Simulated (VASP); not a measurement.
A run of VASP 6.6.1 is set up as follows.

INCAR

```
AGGAC    = 1.0          
AGGAX    = 1.0          
ALDAC    = 0.0          
ALDAX    = 1.0          
ALGO     = Normal         # electronic algorithm
EDIFF    = 1E-6           # SCF threshold, eV
ENCUT    = 520            # plane-wave cutoff, eV
GGA      = B5             # functional
ISIF     = 2              # what is computed and relaxed
ISMEAR   = -1             # smearing method
IVDW     = 13             # dispersion correction
LASPH    = True           # aspherical terms in the spheres
LCHARG   = False          # write CHGCAR
LREAL    = False          # projectors in reciprocal space
LWAVE    = False          # write WAVECAR
NBANDS   = 20             # bands
NELM     = 60             # most SCF steps
PREC     = Accurate       # precision mode
SIGMA    = 0.05           # smearing width, eV
VDW_A1   = 0.44488865   
VDW_A2   = 4.0933009    
VDW_S6   = 1.0          
VDW_S8   = 2.34076671
```

KPOINTS

```
k-points
0
Gamma
  9 9 4
```

POSCAR

```
MoS2
1.0
    3.2699360711      0.0000000000      0.0000000000
   -1.6349680355      2.8318477062      0.0000000000
    0.0000000000      0.0000000000      6.3955418068
Mo S
1 2
Direct
    0.0000000000      0.0000000000      0.5000000000
    0.6666666667      0.3333333333      0.7446806800
    0.3333333333      0.6666666667      0.2553193200
```

Potentials or basis: VASP PAW PBE potentials, release 64 (Mo_sv, S).

Run with:

```bash
$ cat potpaw_PBE.64/Mo_sv/POTCAR potpaw_PBE.64/S/POTCAR > POTCAR
$ mpirun -np 1 vasp_std > vasp.out
```

Problem. Estimate the band gap on the k mesh.

Solution. Zero (band 13 reaches 7.42 eV, above the bottom of band 14 at 6.38 eV).

Problem. What does it give for the dispersion energy per atom?

Solution. -0.744 eV.

Problem. Predict the largest force.

Solution. 0.027 eV/Å.

Stress tensor (GPa, compression positive):
```
-3.15  0.00  0.00
 0.00 -3.15  0.00
 0.00  0.00 -3.96
```

Caveat: the PAW data sets were made with another functional, which shifts forces and pressure a little.
